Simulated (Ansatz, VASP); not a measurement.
## One calculation of WSe2, two programs

```
CELL_PARAMETERS angstrom
3.20242 0.00000 0.00000
-1.60121 2.77338 0.00000
0.00000 0.00000 7.33278
ATOMIC_POSITIONS crystal
W 0.00000 0.00000 0.00000
Se 0.33333 0.66667 0.24055
Se 0.33333 0.66667 0.75945
```

Change from the starting cell: strain +e along x and -e along y +0.0000, strain +e along z and -e/2 along x and y +0.0467.

Alike in both runs: task single point; functional PBE; dispersion D3(BJ); k mesh 9 × 9 × 4; occupations gaussian, width 0.05 eV; no spin polarisation.

```csv
,VASP,Ansatz
version,VASP 6.6.1,Ansatz 0.2.0
potentials or method,"VASP PAW PBE potentials, release 64 (W_sv, Se), cutoff 520 eV","scalar-relativistic, plane waves, PAW"
valence electrons in the cell,26,46
```

|  | VASP | Ansatz | Ansatz less VASP |
| --- | --- | --- | --- |
| gap on the k mesh at the Fermi level (eV) | 1.11 | 1.11 | -0.001 |
| least direct gap on the mesh (eV) | 1.94 | 1.94 | +0.001 |
| pressure (GPa) | -0.4 | -0.7 | -0.29 |
| traceless stress, the component that is largest in VASP (GPa) | -6.94 | -7.02 | -0.085 |
| rms of the force components (eV/Å) | 0.334 | 0.355 | +0.0211 |

Atom by atom the forces differ by 0.021 eV/Å (rms over components). VASP's potentials hold 26 valence electrons a cell and Ansatz's 46, so a difference there can come from the potentials and not from the codes.

Spin-orbit coupling is off throughout.
